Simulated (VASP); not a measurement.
# Au (Fm-3m) in VASP: further runs

Au is run at these levels: PBE; tasks: single point, relaxation of cell and atoms.

Everything below comes from runs of VASP 6.6.1. Logs are shortened: lines on timing, memory, paths and dates and some standing lists are left out, and cuts for length are marked.

## Step 1: The cell of the first run

It takes space group Fm-3m (No. 225, cubic). The conventional cell has a = 4.158 Å, b = 4.158 Å, c = 4.158 Å, α = 90.00°, β = 90.00°, γ = 90.00°. Within 3.9 Å of Au (site symmetry m-3m) lie 12 Au at 2.94 Å.

## Step 2: Single point, PBE

INCAR reads:

```
SYSTEM = Au
PREC = Accurate
ENCUT = 520
EDIFF = 1E-6
ISMEAR = 0
SIGMA = 0.1
LREAL = .False.
LASPH = .True.
NELM = 100
ALGO = Fast
ISIF = 2
LWAVE = .False.
LCHARG = .False.
GGA = PE
NBANDS = 12
```

KPOINTS reads:

```
Automatic mesh
0
Gamma
  34 34 34
  0 0 0
```

POSCAR reads:

```
Au
1.0
    0.0000000000      2.0788008964      2.0788008964
    2.0788008964      0.0000000000      2.0788008964
    2.0788008964      2.0788008964      0.0000000000
Au
1
Direct
    0.0000000000      0.0000000000      0.0000000000
```

Potentials or basis: VASP PAW PBE potentials, release 64 (Au).

The run is started by

```sh
$ cat potpaw_PBE.64/Au/POTCAR > POTCAR
$ mpirun -np 1 vasp_std > vasp.out
```

OUTCAR:

```text
SYSTEM = Au
   PREC = Accurate
   ENCUT = 520
   EDIFF = 1E-6
   ISMEAR = 0
   LREAL = .False.
   LASPH = .True.
   NELM = 100
   ISIF = 2
   GGA = PE

 ion  position               nearest neighbor table
   1  0.000  0.000  0.000-

  LATTYP: Found a face centered cubic cell.
 ALAT       =     4.1576017928

  Lattice vectors:

 A1 = (   0.0000000000,   2.0788008964,   2.0788008964)
 A2 = (   2.0788008964,   0.0000000000,   2.0788008964)
 A3 = (   2.0788008964,   2.0788008964,   0.0000000000)

Analysis of symmetry for initial positions (statically):
=====================================================================
 Subroutine PRICEL returns:
 Original cell was already a primitive cell.

 Routine SETGRP: Setting up the symmetry group for a
 face centered cubic supercell.

 Subroutine GETGRP returns: Found 48 space group operations
 (whereof 48 operations were pure point group operations)
 out of a pool of 48 trial point group operations.

The static configuration has the point symmetry O_h .

Analysis of symmetry for dynamics (positions and initial velocities):
=====================================================================
 Subroutine PRICEL returns:
 Original cell was already a primitive cell.

 Routine SETGRP: Setting up the symmetry group for a
 face centered cubic supercell.

 Subroutine GETGRP returns: Found 48 space group operations
 (whereof 48 operations were pure point group operations)
 out of a pool of 48 trial point group operations.

The dynamic configuration has the point symmetry O_h .

 Subroutine INISYM returns: Found 48 space group operations
 (whereof 48 operations are pure point group operations),
 and found     1 'primitive' translations

----------------------------------------------------------------------------------------

                                     Primitive cell

  volume of cell :      17.9667

  direct lattice vectors                    reciprocal lattice vectors
     0.000000000  2.078800896  2.078800896    -0.240523275  0.240523275  0.240523275
     2.078800896  0.000000000  2.078800896     0.240523275 -0.240523275  0.240523275
     2.078800896  2.078800896  0.000000000     0.240523275  0.240523275 -0.240523275

  length of vectors
     2.939868421  2.939868421  2.939868421     0.416598533  0.416598533  0.416598533

  position of ions in fractional coordinates (direct lattice)
     0.000000000  0.000000000  0.000000000

  ion indices of the primitive-cell ions
   primitive index   ion index
                 1           1

----------------------------------------------------------------------------------------

 KPOINTS: Automatic mesh

Automatic generation of k-mesh.
 Grid dimensions read from file:
 generate k-points for:   34   34   34

 Generating k-lattice:

  Cartesian coordinates                     Fractional coordinates (reciprocal lattice)
    -0.007074214  0.007074214  0.007074214     0.029411765  0.000000000  0.000000000
     0.007074214 -0.007074214  0.007074214     0.000000000  0.029411765  0.000000000
     0.007074214  0.007074214 -0.007074214     0.000000000  0.000000000  0.029411765

  Length of vectors
     0.012252898  0.012252898  0.012252898

  Shift w.r.t. Gamma in fractional coordinates (k-lattice)
     0.000000000  0.000000000  0.000000000

 Subroutine IBZKPT returns following result:
 ===========================================

 Found   1059 irreducible k-points:

 Following reciprocal coordinates:
            Coordinates               Weight
  0.000000  0.000000  0.000000      1.000000
  0.029412  0.000000  0.000000      8.000000
  0.058824  0.000000  0.000000      8.000000
  0.088235  0.000000  0.000000      8.000000
  0.117647  0.000000  0.000000      8.000000
  0.147059  0.000000  0.000000      8.000000
[... 16 lines left out ...]
  0.147059  0.029412  0.000000     24.000000
  0.176471  0.029412  0.000000     24.000000
 [... further k-points ...]
   k-points           NKPTS =   1059   k-points in BZ     NKDIM =   1059   number of bands    NBANDS=     12
   number of dos      NEDOS =    301   number of ions     NIONS =      1
   total plane-waves  NPLWV =  13824
   dimension x,y,z NGX =    24 NGY =   24 NGZ =   24
   dimension x,y,z NGXF=    48 NGYF=   48 NGZF=   48
   ions per type =               1
   NGX,Y,Z   is equivalent  to a cutoff of  13.57, 13.57, 13.57 a.u.
   NGXF,Y,Z  is equivalent  to a cutoff of  27.14, 27.14, 27.14 a.u.
 SYSTEM =  Au
   PREC   = accura    normal or accurate (medium, high low for compatibility)
   ISTART =      0    job   : 0-new  1-cont  2-samecut
   ICHARG =      2    charge: 1-file 2-atom 10-const
   ISPIN  =      1    spin polarized calculation?
   LNONCOLLINEAR =      F non collinear calculations
   LSORBIT =      F    spin-orbit coupling
   LASPH  =      T    aspherical Exc in radial PAW
   ENCUT  =  520.0 eV  38.22 Ry    6.18 a.u.   5.47  5.47  5.47*2*pi/ulx,y,z
   NELM   =    100;   NELMIN=  2; NELMDL= -5     # of ELM steps
   EDIFF  = 0.1E-05   stopping-criterion for ELM
   LREAL  =      F    real-space projection
   EDIFFG = 0.1E-04   stopping-criterion for IOM
   NSW    =      0    number of steps for IOM
   IBRION =     -1    ionic relax: 0-MD 1-quasi-New 2-CG
   NFREE  =      0    steps in history (QN), initial steepest desc. (CG)
   ISIF   =      2    stress and relaxation
   ISYM   =      2    0-nonsym 1-usesym 2-fastsym
   POTIM  = 0.5000    time-step for ionic-motion
   TEBEG  =    0.0;   TEEND  =   0.0 temperature during run
   PSTRESS=    0.0 pullay stress
   NELECT =      11.0000    total number of electrons
   NUPDOWN=      -1.0000    fix difference up-down
   EMIN   =  10.00;   EMAX   =-10.00  energy-range for DOS
   EFERMI =   0.00;   METHOD = LEGACY
   ISMEAR =     0;   SIGMA  =   0.10  broadening in eV -4-tet -1-fermi 0-gaus
   EFERMI_NEDOS =   21; number of points for ismear=-14 and -15
   IALGO  =     68    algorithm
   IMIX   =      4    mixing-type and parameters
     AMIX     =   0.40;   BMIX     =  1.00
     AMIX_MAG =   1.60;   BMIX_MAG =  1.00
  volume/ion in A,a.u.               =      17.97       121.25
  Fermi-wavevector in a.u.,A,eV,Ry     =   1.390111  2.626929 26.292017  1.932409
  Thomas-Fermi vector in A             =   2.514077
   LORBIT       =      0    0 simple, 1 ext, 2 COOP (PROOUT), +10 PAW based schemes
   GGA     = PE    functional components
   LHFCALC =     F    Hartree Fock is set to
   AEXX    =    0.0000 exact exchange contribution
   IVDW    =     0    specifies the selected vdW correction
   LEPSILON=     F    determine dielectric tensor
   LRPA    =     F    only Hartree local field effects (RPA)
 non-spin polarized calculation
 RMM-DIIS sequential band-by-band and
 Gauss-broadening in eV      SIGMA  =   0.10
  energy-cutoff  :      520.00
  volume of cell :       17.97
 maximum number of plane-waves:       531
 NGX is ok and might be reduce to    24
   NGX = 11   NGY = 11   NGZ = 11

 number of electron      11.0000002 magnetization

 Free energy of the ion-electron system (eV)
  ---------------------------------------------------
  ext. energy  EPLUGINS =         0.00000000
  ---------------------------------------------------
  free energy    TOTEN  =        -3.22141013 eV

  energy without entropy =       -3.22005706  energy(sigma->0) =       -3.22073359

 E-fermi :   8.6489     XC(G=0): -12.4023

 val. band max:        8.6468694726   @ k =  -0.4412   0.0882   0.0000
 cond. band min:       8.6589894740   @ k =   0.5000   0.2647   0.0882
 fundamental gap:      0.0121200013
 Fermi energy:         8.6488837749

 k-point     1 :       0.0000    0.0000    0.0000
  band No.  band energies     occupation
      1      -0.6919      2.00000
      2       4.1979      2.00000
      3       4.1979      2.00000
      4       4.1979      2.00000
      5       5.5767      2.00000
      6       5.5767      2.00000
      7      23.1988      0.00000
      8      26.8937      0.00000
      9      26.8937      0.00000
     10      26.8937      0.00000
     11      31.6338      0.00000
     12      35.7159      0.00000

 k-point     2 :       0.0294    0.0000    0.0000
  band No.  band energies     occupation
      1      -0.6629      2.00000
      2       4.1888      2.00000
      3       4.2078      2.00000
      4       4.2078      2.00000
      5       5.5722      2.00000
      6       5.5722      2.00000
      7      23.2315      0.00000
      8      26.6718      0.00000
      9      26.9254      0.00000
     10      26.9254      0.00000
     11      31.8301      0.00000
     12      35.1937      0.00000

 k-point     3 :       0.0588    0.0000    0.0000
  band No.  band energies     occupation
      1      -0.5766      2.00000
      2       4.1625      2.00000
      3       4.2365      2.00000
      4       4.2365      2.00000
      5       5.5599      2.00000
      6       5.5599      2.00000
      7      23.3235      0.00000
      8      26.1011      0.00000
      9      27.0187      0.00000
     10      27.0187      0.00000
     11      32.2360      0.00000
     12      34.4055      0.00000

 k-point     4 :       0.0882    0.0000    0.0000
  band No.  band energies     occupation
      1      -0.4348      2.00000
      2       4.1225      2.00000
      3       4.2807      2.00000
      4       4.2807      2.00000
      5       5.5432      2.00000
      6       5.5432      2.00000
      7      23.4510      0.00000
      8      25.3436      0.00000
      9      27.1681      0.00000
     10      27.1681      0.00000
     11      32.2360      0.00000
     12      34.2589      0.00000

 k-point     5 :       0.1176    0.0000    0.0000
  band No.  band energies     occupation
      1      -0.2408      2.00000
      2       4.0749      2.00000
      3       4.3349      2.00000
      4       4.3349      2.00000
      5       5.5282      2.00000
      6       5.5282      2.00000
      7      23.5198      0.00000
      8      24.5641      0.00000
      9      27.3630      0.00000
     10      27.3630      0.00000
     11      31.5973      0.00000
     12      33.7092      0.00000
[... 228 lines left out ...]
      1      -0.4626      2.00000
      2       4.1171      2.00000
      3       4.2764      2.00000
      4       4.2828      2.00000
      5       5.5025      2.00000
      6       5.5876      2.00000
      7      23.4370      0.00000
      8      25.6006      0.00000
      9      26.9123      0.00000
     10      27.1853      0.00000
     11      32.4222      0.00000
     12      34.1382      0.00000

 k-point    22 :       0.1176    0.0294    0.0000
  band No.  band energies     occupation
      1      -0.2857      2.00000
      2       4.0707      2.00000
      3       4.3273      2.00000
      4       4.3358      2.00000
      5       5.4726      2.00000
      6       5.5854      2.00000
      7      23.5487      0.00000
      8      24.8075      0.00000
      9      27.0061      0.00000
     10      27.4453      0.00000
     11      31.8309      0.00000
     12      33.5953      0.00000

 k-point    23 :       0.1471    0.0294    0.0000
  band No.  band energies     occupation
      1      -0.0603      2.00000
      2       4.0220      2.00000
      3       4.3838      2.00000
      4       4.3920      2.00000
      5       5.4512      2.00000
      6       5.5904      2.00000
      7      23.3566      0.00000
      8      24.2452      0.00000
      9      27.1247      0.00000
     10      27.7499      0.00000
     11      31.0386      0.00000
     12      33.0006      0.00000

 k-point    24 :       0.1765    0.0294    0.0000
  band No.  band energies     occupation
      1       0.2064      2.00000
      2       3.9815      2.00000
      3       4.4348      2.00000
      4       4.4414      2.00000
      5       5.4503      2.00000
      6       5.6123      2.00000
      7      22.5341      0.00000
      8      24.2242      0.00000
      9      27.2412      0.00000
     10      28.0852      0.00000
     11      30.3356      0.00000
     12      32.4329      0.00000

 [... further k-points ...]
[... 5 lines left out ...]
  --------------------------------------------------------------------------------------
  -------------------------------------------------------------------------------------
  Total       -0.0186546     -0.0186546     -0.0186546      0.0000000     -0.0000000      0.0000000
  in kB       -1.6635170     -1.6635170     -1.6635170      0.0000000     -0.0000000      0.0000000
  external PRESSURE =      -1.6635170 kB  Pullay stress =       0.0000000 kB

 VOLUME and BASIS-vectors are now :
 -----------------------------------------------------------------------------
  energy-cutoff  :      520.00
  volume of cell :       17.97
      direct lattice vectors                 reciprocal lattice vectors
     0.000000000  2.078800896  2.078800896    -0.240523275  0.240523275  0.240523275
     2.078800896  0.000000000  2.078800896     0.240523275 -0.240523275  0.240523275
     2.078800896  2.078800896  0.000000000     0.240523275  0.240523275 -0.240523275

 POSITION                                       TOTAL-FORCE (eV/Angst)
 -----------------------------------------------------------------------------------
      0.00000      0.00000      0.00000         0.000000     -0.000000      0.000000
 -----------------------------------------------------------------------------------
    total drift:                               -0.000000      0.000000      0.000000

  FREE ENERGIE OF THE ION-ELECTRON SYSTEM (eV)
  ---------------------------------------------------
  free  energy   TOTEN  =        -3.2214101291 eV

  energy  without entropy=       -3.2200570608  energy(sigma->0) =       -3.22073359
```

Wall time 3.7 min (1 thread of Intel Xeon 8259CL, shared host); peak memory 0.34 GiB.

What came out:

* Free energy: -3.2214 eV
* Pressure: -0.2 GPa
* Band gap on the k mesh: zero (an odd number of electrons rules out a gap without spin polarisation)

Caveat: spin-orbit coupling is left out, which moves the levels of the heavy elements.

(Continued in part 2 of 2.)
